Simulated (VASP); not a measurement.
Set up this calculation in VASP 6.6.1, as the native input.

* Task: single point
* Functional: PBEsol
* Potentials or basis: VASP PAW PBE potentials, release 64 (Ga_d, N)
* Cutoff: 520 eV
* k mesh: 10 × 10 × 10
* Occupations: gaussian, width 0.01 eV
* Spin: no spin polarisation
* Dipole correction: no
* Further INCAR settings: ALGO = Normal; EDIFF = 1e-06; NBANDS = 16

The structure of GaN lies in POSCAR:

```
GaN
1.0
    0.0000000000      2.1375313708      2.1375313708
    2.1375313708      0.0000000000      2.1375313708
    2.1375313708      2.1375313708      0.0000000000
Ga N
1 1
Direct
    0.0000000000      0.0000000000      0.0000000000
    0.7500000000      0.7500000000      0.7500000000
```

One way to write it, as run:

INCAR

```
SYSTEM = GaN
ALGO     = Normal         ! electronic algorithm
EDIFF    = 1E-6           ! SCF threshold, eV
ENCUT    = 520            ! plane-wave cutoff, eV
GGA      = PS             ! functional
ISIF     = 2              ! what is computed and relaxed
ISMEAR   = 0              ! smearing method
LASPH    = .True.         ! aspherical terms in the spheres
LCHARG   = .False.        ! write CHGCAR
LREAL    = .False.        ! projectors in reciprocal space
LWAVE    = .False.        ! write WAVECAR
NBANDS   = 16             ! bands
NELM     = 80             ! most SCF steps
PREC     = Accurate       ! precision mode
SIGMA    = 0.01           ! smearing width, eV
```

KPOINTS

```
k-points
0
Gamma
  10 10 10
  0 0 0
```

Potentials or basis: VASP PAW PBE potentials, release 64 (Ga_d, N).

Launch:

```sh
$ cat potpaw_PBE.64/Ga_d/POTCAR potpaw_PBE.64/N/POTCAR > POTCAR
$ mpirun -np 1 vasp_std > vasp.out
```

It gave:

```yaml
Pressure: 39.4 GPa
Band_gap_on_the_k_mesh: 2.69 eV
```

Caveat: the cell stands under pressure; the PAW data sets were made with another functional, which shifts forces and pressure a little.

It took 9.6 s on 1 thread of Intel Xeon 8259CL, on a shared host, peak memory 0.14 GiB.
